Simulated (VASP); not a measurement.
A run of VASP 6.6.1:

INCAR

```
SYSTEM = GeW8C8
PREC = Accurate
ENCUT = 520
EDIFF = 1E-6
ISMEAR = -1
SIGMA = 0.05
LREAL = Auto
LASPH = .TRUE.
NELM = 80
ALGO = Normal
ISIF = 2
LWAVE = .FALSE.
LCHARG = .TRUE.
GGA = PS
LELF = .TRUE.
LVHAR = .TRUE.
NBANDS = 93
```

Contents of KPOINTS:

```
Automatic mesh
0
G
  3 3 1
  0 0 0
```

Contents of POSCAR:

```
GeW8C8
1.0
    5.8078000000      0.0000000000      0.0000000000
   -2.9039000000      5.0297020000      0.0000000000
    0.0000000000      0.0000000000     17.2439500000
W C Ge
8 8 1
Direct
    0.0000000000      0.0000000000      0.0579913535
   -0.0131435598     -0.0074159463      0.2317624442
   -0.0000037380      0.5000097421      0.0579913535
   -0.0618928729      0.4564683951      0.2231217325
    0.5000000000      0.0000000000      0.0579913535
    0.4655869425     -0.0549137901      0.2165513122
    0.5000134802      0.5000097421      0.0579913535
    0.4738599360      0.4685367046      0.2306780059
    0.3427608103      0.1511023914      0.1411915483
    0.3233576262      0.1236256144      0.2959994665
    0.2977935726      0.6454855576      0.1330147675
    0.3213847690      0.6425629192      0.2891970807
    0.7966130644      0.1486171547      0.1309676727
    0.7633158514      0.0882557257      0.3054984502
    0.8300707026      0.6944745434      0.1353866139
    0.8331668996      0.6252855537      0.2855610229
    0.3999585952      0.9283651397      0.3897482885
```

Potentials or basis: VASP PAW PBE potentials, release 64 (W_sv, C, Ge_d).

Launch:

```bash
$ cat potpaw_PBE.64/W_sv/POTCAR potpaw_PBE.64/C/POTCAR potpaw_PBE.64/Ge_d/POTCAR > POTCAR
$ mpirun -np 1 vasp_std > vasp.out
```

Hardware: 1 thread of Intel(R) Xeon(R) 6975P-C (Granite Rapids) (shared host).

**Question.** Estimate the wall time of this run.

**Answer.** Run time: 7.8 min on 1 thread of Intel(R) Xeon(R) 6975P-C (Granite Rapids), on a shared host, peak memory 0.68 GiB. Counts: scf iterations 29, k points 5.
